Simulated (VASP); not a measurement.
# Ba (Pm-3m) in VASP: a series of runs

Ba is run at these levels: PBEsol+D3(BJ), PBE; tasks: single point.

Everything below comes from runs of VASP 6.6.1. Logs are shortened: lines on timing, memory, paths and dates and some standing lists are left out, and cuts for length are marked.

**1. The cell of the first run**

The structure is cubic, space group Pm-3m (No. 221). The conventional cell has a = 3.685 Å, b = 3.685 Å, c = 3.685 Å, α = 90.00°, β = 90.00°, γ = 90.00°. Ba (site symmetry m-3m) has 6 Ba at 3.68 Å within 4.8 Å.

**2. Single point, PBEsol+D3(BJ), non-collinear spin, zero start, spin-orbit coupling (volume scaled by 1.04)**

INCAR reads:

```
SYSTEM = Ba
  PREC = Accurate
  ENCUT = 520
  EDIFF = 1E-6
  ISMEAR = 0
  SIGMA = 0.01
  LREAL = .False.
  LASPH = .True.
  NELM = 150
  ALGO = Normal
  ISIF = 2
  LWAVE = .False.
  LCHARG = .False.
  MAGMOM = 0 0 0
  LORBIT = 11
  LSORBIT = .True.
  GGA_COMPAT = .False.
  LORBMOM = .True.
  GGA = PS
  IVDW = 12
  NBANDS = 21
```

KPOINTS reads:

```
regular mesh
0
Gamma
  7 7 7
  0 0 0
```

POSCAR reads:

```
Ba
1.0
    3.6847460598      0.0000000000      0.0000000000
    0.0000000000      3.6847460598      0.0000000000
    0.0000000000      0.0000000000      3.6847460598
Ba
1
Direct
    0.0000000000      0.0000000000      0.0000000000
```

Potentials or basis: VASP PAW PBE potentials, release 64 (Ba_sv).

Launch:

```bash
$ cat potpaw_PBE.64/Ba_sv/POTCAR > POTCAR
$ mpirun -np 1 vasp_ncl > vasp.out
```

OUTCAR:

```text
SYSTEM = Ba
   PREC = Accurate
   ENCUT = 520
   EDIFF = 1E-6
   ISMEAR = 0
   LREAL = .False.
   LASPH = .True.
   NELM = 150
   ISIF = 2
   LORBIT = 11
   LSORBIT = .True.
   GGA = PS
   IVDW = 12
 IVDW          = 12

 ion  position               nearest neighbor table
   1  0.000  0.000  0.000-

  LATTYP: Found a simple cubic cell.
 ALAT       =     3.6847460598

  Lattice vectors:

 A1 = (   3.6847460598,   0.0000000000,   0.0000000000)
 A2 = (   0.0000000000,   3.6847460598,   0.0000000000)
 A3 = (   0.0000000000,   0.0000000000,   3.6847460598)

Analysis of symmetry for initial positions (statically):
=====================================================================
 Subroutine PRICEL returns:
 Original cell was already a primitive cell.

 Routine SETGRP: Setting up the symmetry group for a
 simple cubic supercell.

 Subroutine GETGRP returns: Found 48 space group operations
 (whereof 48 operations were pure point group operations)
 out of a pool of 48 trial point group operations.

The static configuration has the point symmetry O_h .

Analysis of symmetry for dynamics (positions and initial velocities):
=====================================================================
 Subroutine PRICEL returns:
 Original cell was already a primitive cell.

 Routine SETGRP: Setting up the symmetry group for a
 simple cubic supercell.

 Subroutine GETGRP returns: Found 48 space group operations
 (whereof 48 operations were pure point group operations)
 out of a pool of 48 trial point group operations.

The dynamic configuration has the point symmetry O_h .

Analysis of structural, dynamic, and magnetic symmetry:
=====================================================================
 Subroutine PRICEL returns:
 Original cell was already a primitive cell.

 Routine SETGRP: Setting up the symmetry group for a
 simple cubic supercell.

 Subroutine GETGRP returns: Found 48 space group operations
 (whereof 48 operations were pure point group operations)
 out of a pool of 48 trial point group operations.

The overall configuration has the point symmetry O_h .

 Subroutine INISYM returns: Found 48 space group operations
 (whereof 48 operations are pure point group operations),
 and found     1 'primitive' translations

----------------------------------------------------------------------------------------

                                     Primitive cell

  volume of cell :      50.0291

  direct lattice vectors                    reciprocal lattice vectors
     3.684746060  0.000000000  0.000000000     0.271389123  0.000000000  0.000000000
     0.000000000  3.684746060  0.000000000     0.000000000  0.271389123  0.000000000
     0.000000000  0.000000000  3.684746060     0.000000000  0.000000000  0.271389123

  length of vectors
     3.684746060  3.684746060  3.684746060     0.271389123  0.271389123  0.271389123

  position of ions in fractional coordinates (direct lattice)
     0.000000000  0.000000000  0.000000000

  ion indices of the primitive-cell ions
   primitive index   ion index
                 1           1

----------------------------------------------------------------------------------------

 KPOINTS: regular mesh

Automatic generation of k-mesh.
 Grid dimensions read from file:
 generate k-points for:    7    7    7

 Generating k-lattice:

  Cartesian coordinates                     Fractional coordinates (reciprocal lattice)
     0.038769875  0.000000000  0.000000000     0.142857143  0.000000000  0.000000000
     0.000000000  0.038769875  0.000000000     0.000000000  0.142857143  0.000000000
     0.000000000  0.000000000  0.038769875     0.000000000  0.000000000  0.142857143

  Length of vectors
     0.038769875  0.038769875  0.038769875

  Shift w.r.t. Gamma in fractional coordinates (k-lattice)
     0.000000000  0.000000000  0.000000000

 Subroutine IBZKPT returns following result:
 ===========================================

 Found     20 irreducible k-points:

 Following reciprocal coordinates:
            Coordinates               Weight
  0.000000  0.000000  0.000000      1.000000
  0.142857  0.000000  0.000000      6.000000
  0.285714  0.000000  0.000000      6.000000
  0.428571  0.000000  0.000000      6.000000
  0.142857  0.142857  0.000000     12.000000
  0.285714  0.142857  0.000000     24.000000
[... 12 lines left out ...]
  0.428571  0.428571  0.285714     24.000000
  0.428571  0.428571  0.428571      8.000000
   k-points           NKPTS =     20   k-points in BZ     NKDIM =     20   number of bands    NBANDS=     21
   number of dos      NEDOS =    301   number of ions     NIONS =      1
   total plane-waves  NPLWV =  21952
   dimension x,y,z NGX =    28 NGY =   28 NGZ =   28
   dimension x,y,z NGXF=    56 NGYF=   56 NGZF=   56
   ions per type =               1
   NGX,Y,Z   is equivalent  to a cutoff of  12.63, 12.63, 12.63 a.u.
   NGXF,Y,Z  is equivalent  to a cutoff of  25.27, 25.27, 25.27 a.u.
 SYSTEM =  Ba
   PREC   = accura    normal or accurate (medium, high low for compatibility)
   ISTART =      0    job   : 0-new  1-cont  2-samecut
   ICHARG =      2    charge: 1-file 2-atom 10-const
   ISPIN  =      1    spin polarized calculation?
   LNONCOLLINEAR =      T non collinear calculations
   LSORBIT =      T    spin-orbit coupling
   LASPH  =      T    aspherical Exc in radial PAW
   ENCUT  =  520.0 eV  38.22 Ry    6.18 a.u.   6.85  6.85  6.85*2*pi/ulx,y,z
   NELM   =    150;   NELMIN=  2; NELMDL= -5     # of ELM steps
   EDIFF  = 0.1E-05   stopping-criterion for ELM
   LREAL  =      F    real-space projection
   EDIFFG = 0.1E-04   stopping-criterion for IOM
   NSW    =      0    number of steps for IOM
   IBRION =     -1    ionic relax: 0-MD 1-quasi-New 2-CG
   NFREE  =      0    steps in history (QN), initial steepest desc. (CG)
   ISIF   =      2    stress and relaxation
   ISYM   =      2    0-nonsym 1-usesym 2-fastsym
   POTIM  = 0.5000    time-step for ionic-motion
   TEBEG  =    0.0;   TEEND  =   0.0 temperature during run
   PSTRESS=    0.0 pullay stress
   NELECT =      10.0000    total number of electrons
   NUPDOWN=      -1.0000    fix difference up-down
   EMIN   =  10.00;   EMAX   =-10.00  energy-range for DOS
   EFERMI =   0.00;   METHOD = LEGACY
   ISMEAR =     0;   SIGMA  =   0.01  broadening in eV -4-tet -1-fermi 0-gaus
   EFERMI_NEDOS =   21; number of points for ismear=-14 and -15
   IALGO  =     38    algorithm
   IMIX   =      4    mixing-type and parameters
     AMIX     =   0.40;   BMIX     =  1.00
     AMIX_MAG =   1.60;   BMIX_MAG =  1.00
  volume/ion in A,a.u.               =      50.03       337.61
  Fermi-wavevector in a.u.,A,eV,Ry     =   0.957195  1.808837 12.465971  0.916223
  Thomas-Fermi vector in A             =   2.086192
   LORBIT       =     11    0 simple, 1 ext, 2 COOP (PROOUT), +10 PAW based schemes
   GGA     = PS    functional components
   LHFCALC =     F    Hartree Fock is set to
   AEXX    =    0.0000 exact exchange contribution
   IVDW    =    12    specifies the selected vdW correction
   LEPSILON=     F    determine dielectric tensor
   LRPA    =     F    only Hartree local field effects (RPA)
 Gauss-broadening in eV      SIGMA  =   0.01
  energy-cutoff  :      520.00
  volume of cell :       50.03
 maximum number of plane-waves:      2722
 NGX is ok and might be reduce to    28
   NGX = 13   NGY = 13   NGZ = 13

 number of electron      10.0000000 magnetization       0.0000000      0.0000000      0.0000000

 number of electron       9.9999999 magnetization       0.0000000      0.0000000      0.0000000

 number of electron       9.9999999 magnetization      -0.0000000     -0.0000000     -0.0000000

 number of electron       9.9999999 magnetization      -0.0000000      0.0000000     -0.0000000

 number of electron       9.9999999 magnetization       0.0000000     -0.0000000      0.0000000

 Free energy of the ion-electron system (eV)
  ---------------------------------------------------
  ext. energy  EPLUGINS =         0.00000000
  ---------------------------------------------------
  free energy    TOTEN  =        -2.02367676 eV

  energy without entropy =       -2.02325807  energy(sigma->0) =       -2.02346741

 E-fermi :   2.2499     XC(G=0):  -8.2801

 val. band max:        2.2407495206   @ k =   0.4286   0.4286   0.4286
 cond. band min:       2.2523084904   @ k =   0.1429   0.0000   0.0000
 fundamental gap:      0.0115589698
 Fermi energy:         2.2499298659

 k-point     1 :       0.0000    0.0000    0.0000
  band No.  band energies     occupation
      1     -26.6333      1.00000
      2     -26.6333      1.00000
      3     -12.5854      1.00000
      4     -12.5854      1.00000
      5     -10.5410      1.00000
      6     -10.5410      1.00000
[... 13 lines left out ...]
     20       8.3944      0.00000
     21      10.8760      0.00000

 k-point     2 :       0.1429    0.0000    0.0000
  band No.  band energies     occupation
      1     -26.6093      1.00000
      2     -26.6093      1.00000
      3     -12.6534      1.00000
      4     -12.6534      1.00000
      5     -10.7235      1.00000
      6     -10.7235      1.00000
[... 13 lines left out ...]
     20       8.3568      0.00000
     21       9.9246      0.00000

 k-point     3 :       0.2857    0.0000    0.0000
  band No.  band energies     occupation
      1     -26.5544      1.00000
      2     -26.5544      1.00000
      3     -12.8542      1.00000
      4     -12.8542      1.00000
      5     -11.0252      1.00000
      6     -11.0252      1.00000
[... 13 lines left out ...]
     20       8.5042      0.00000
     21       8.8971      0.00000
[... 361 lines left out ...]
 k-point    19 :       0.4286    0.4286    0.2857
  band No.  band energies     occupation
      1     -26.3157      1.00000
      2     -26.3157      1.00000
      3     -13.2507      1.00000
      4     -13.2507      1.00000
      5     -11.5345      1.00000
      6     -11.5345      1.00000
[... 13 lines left out ...]
     20       8.5423      0.00000
     21       9.1964      0.00000

 k-point    20 :       0.4286    0.4286    0.4286
  band No.  band energies     occupation
      1     -26.2737      1.00000
      2     -26.2737      1.00000
      3     -13.3022      1.00000
      4     -13.3022      1.00000
      5     -11.4695      1.00000
      6     -11.4695      1.00000
[... 13 lines left out ...]
     20       9.0146      0.00000
     21       9.9367      0.00000

------------------------ aborting loop because EDIFF is reached ----------------------------------------

 Edisp (eV)   -0.31846

 E8    (eV) :    -0.2512

  FORCE on cell =-STRESS in cart. coord.  units (eV):
  Direction    XX          YY          ZZ          XY          YZ          ZX
  --------------------------------------------------------------------------------------
  -------------------------------------------------------------------------------------
  Total      -0.10006    -0.10006    -0.10006     0.00000     0.00000    -0.00000
  in kB      -3.20434    -3.20434    -3.20434     0.00000     0.00000    -0.00000
  external pressure =       -3.20 kB  Pullay stress =        0.00 kB

 VOLUME and BASIS-vectors are now :
 -----------------------------------------------------------------------------
  energy-cutoff  :      520.00
  volume of cell :       50.03
      direct lattice vectors                 reciprocal lattice vectors
     3.684746060  0.000000000  0.000000000     0.271389123  0.000000000  0.000000000
     0.000000000  3.684746060  0.000000000     0.000000000  0.271389123  0.000000000
     0.000000000  0.000000000  3.684746060     0.000000000  0.000000000  0.271389123

 POSITION                                       TOTAL-FORCE (eV/Angst)
 -----------------------------------------------------------------------------------
      0.00000      0.00000      0.00000         0.000000      0.000000      0.000000
 -----------------------------------------------------------------------------------
    total drift:                               -0.000000      0.000000     -0.000000

  FREE ENERGIE OF THE ION-ELECTRON SYSTEM (eV)
  ---------------------------------------------------
  free  energy   TOTEN  =        -2.3421375429 eV

  energy  without entropy=       -2.3417188497  energy(sigma->0) =       -2.34192820

 orbital moment (x)

 # of ion     p       d       tot
 ----------------------------------------
  1         0.000   0.000   0.000
 ----------------------------------------
            0.000   0.000   0.000

 orbital moment (y)

 # of ion     p       d       tot
 ----------------------------------------
  1         0.000   0.000   0.000
 ----------------------------------------
            0.000   0.000   0.000

 orbital moment (z)

 # of ion     p       d       tot
 ----------------------------------------
  1         0.000   0.000   0.000
 ----------------------------------------
            0.000   0.000   0.000

 Spin-Orbit-Coupling matrix elements

 Ion:    1  E_soc:     -0.4047501
 l=   1
     0.0000000    -0.0671231    -0.0671231
    -0.0671231     0.0000000    -0.0671231
    -0.0671231    -0.0671231     0.0000000
 l=   2
     0.0000000    -0.0002172     0.0000000    -0.0002172    -0.0001180
    -0.0002172     0.0000000    -0.0000885    -0.0002172    -0.0000295
     0.0000000    -0.0000885     0.0000000    -0.0000885     0.0000000
    -0.0002172    -0.0002172    -0.0000885     0.0000000    -0.0000295
    -0.0001180    -0.0000295     0.0000000    -0.0000295     0.0000000
 l=   3
     0.0000000     0.0000000     0.0000000     0.0000000     0.0000000     0.0000000     0.0000000
     0.0000000     0.0000000     0.0000000     0.0000000     0.0000000     0.0000000     0.0000000
     0.0000000     0.0000000     0.0000000     0.0000000     0.0000000     0.0000000     0.0000000
     0.0000000     0.0000000     0.0000000     0.0000000     0.0000000     0.0000000     0.0000000
     0.0000000     0.0000000     0.0000000     0.0000000     0.0000000     0.0000000     0.0000000
     0.0000000     0.0000000     0.0000000     0.0000000     0.0000000     0.0000000     0.0000000
     0.0000000     0.0000000     0.0000000     0.0000000     0.0000000     0.0000000     0.0000000

 total charge

# of ion       s       p       d       tot
------------------------------------------
    1        2.053   5.513   0.429   7.994

 magnetization (x)

# of ion       s       p       d       tot
------------------------------------------
    1       -0.000   0.000   0.000  -0.000

 magnetization (y)

# of ion       s       p       d       tot
------------------------------------------
    1        0.000   0.000   0.000   0.000

 magnetization (z)

# of ion       s       p       d       tot
------------------------------------------
    1        0.000   0.000   0.000   0.000
```

It took 19 s on 1 thread of Intel Xeon Platinum 8488C (Sapphire Rapids), shared host; peak memory 0.25 GiB.

What came out:

```
Free energy                                           : -2.3421 eV
Pressure                                              : -0.3 GPa
Net moment                                            : 0.00 μB per cell
Valence electrons inside the program's atomic spheres : Ba 7.99
Dispersion energy per atom                            : -0.318 eV
```

Moments on the atoms (μB; x, y, z):
```
Ba  0.00 0.00 0.00
```

Caveat: the PAW data sets were made with another functional, which shifts forces and pressure a little.

(Part 1 of 2 ends here.)
